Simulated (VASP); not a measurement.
GaSb, 2 atoms in the cell. Symmetry: F-43m, No. 216, cubic system. Conventional cell: a = 6.118 Å, b = 6.118 Å, c = 6.118 Å, α = 90.00°, β = 90.00°, γ = 90.00°. Sb (site symmetry -43m) has 4 Ga at 2.65 Å within 3.5 Å. Within 3.5 Å of Ga (site symmetry -43m) lie 4 Sb at 2.65 Å. 

```yaml
Program: VASP 6.6.1
Task: electric field gradients
Functional: PBE
Potentials_or_basis: VASP PAW PBE potentials, release 64 (Sb, Ga_d)
Cutoff: 520 eV
k_mesh: 8 × 8 × 8
Occupations: fermi-dirac, width 0.05 eV
Spin: no spin polarisation
Dipole_correction: no
Further_INCAR_settings: ALGO = Normal; EDIFF = 1e-08; NBANDS = 16
```

Potentials or basis: VASP PAW PBE potentials, release 64 (Sb, Ga_d).

Launch:

```console
$ cat potpaw_PBE.64/Sb/POTCAR potpaw_PBE.64/Ga_d/POTCAR > POTCAR
$ mpirun -np 1 vasp_std > vasp.out
```

Hardware: 1 thread of Intel Xeon 8259CL (shared host).

Problem. How long does it take, and how much memory?

Solution. It took 34 s on 1 thread of Intel Xeon 8259CL, on a shared host, peak memory 0.19 GiB. Counts: scf iterations 15, k points 29.
